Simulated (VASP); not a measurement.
Here is a VASP 6.6.1 calculation.

The input INCAR:

```
SYSTEM = Li
ALGO = Normal ; EDIFF = 1E-6
ENCUT = 520 ; GGA = PS
ISIF = 2 ; ISMEAR = -1
LASPH = .TRUE. ; LCHARG = .FALSE.
LREAL = .FALSE. ; LWAVE = .FALSE.
NBANDS = 10 ; NELM = 100
PREC = Accurate ; SIGMA = 0.03
```

The input KPOINTS:

```
k-points
0
G
  15 15 8
  0 0 0
```

Contents of POSCAR:

```
Li
1.0
    3.0901223134      0.0000000000      0.0000000000
   -1.5450611567      2.6761244242      0.0000000000
    0.0000000000      0.0000000000      5.0588177620
Li
2
Direct
    0.3333333333      0.6666666667      0.2500000000
    0.6666666667      0.3333333333      0.7500000000
```

Potentials or basis: VASP PAW PBE potentials, release 64 (Li_sv).

Command:

```console
$ cat potpaw_PBE.64/Li_sv/POTCAR > POTCAR
$ mpirun -np 1 vasp_std > vasp.out
```

(1) Predict the band gap on the k mesh.

Results:

(1) zero (bands 3 and 4 overlap by 4.55 eV).
